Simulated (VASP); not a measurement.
A run of VASP 6.6.1:

Contents of INCAR:

```
PREC = Accurate
ENCUT = 500
EDIFF = 1E-6
ISMEAR = -1
SIGMA = 0.1
LREAL = F
LASPH = T
NELM = 120
ALGO = Normal
ISIF = 2
LWAVE = F
LCHARG = T
GGA = PE
LELF = T
LVHAR = T
NBANDS = 40
GGA_COMPAT = F
```

KPOINTS

```
regular mesh
0
Gamma
  4 4 4
```

File POSCAR:

```
Ba2BiSb2
1.0
   -2.4274970000      3.8858350000      5.0040020000
    4.8549940000      0.0000000000      0.0000000000
    2.4274970000      3.8858350000     -5.0040020000
Bi Ba Sb
1 2 2
Direct
    0.0000000000      0.0000000000      0.0000000000
    0.7202100000      0.2202100000      0.2797900000
    0.2797900000      0.7797900000      0.7202100000
    0.7016000000      0.5000000000      0.7016000000
    0.2984000000      0.5000000000      0.2984000000
```

Potentials or basis: VASP PAW PBE potentials, release 64 (Bi_d, Ba_sv, Sb_d_GW).

Run with:

```console
$ cat potpaw_PBE.64/Bi_d/POTCAR potpaw_PBE.64/Ba_sv/POTCAR potpaw_PBE.64/Sb_d_GW/POTCAR > POTCAR
$ mpirun -np 1 vasp_std > vasp.out
```

Hardware: 1 thread of Intel(R) Xeon(R) Platinum 8259CL CPU @ 2.50GHz (Skylake/Cascade Lake) (shared host).

Question: How long does it take, and how much memory?

Answer: Wall time 5.9 min on 1 thread of Intel(R) Xeon(R) Platinum 8259CL CPU @ 2.50GHz (Skylake/Cascade Lake) (shared host), peak memory 0.37 GiB. Counts: scf iterations 12, k points 18.
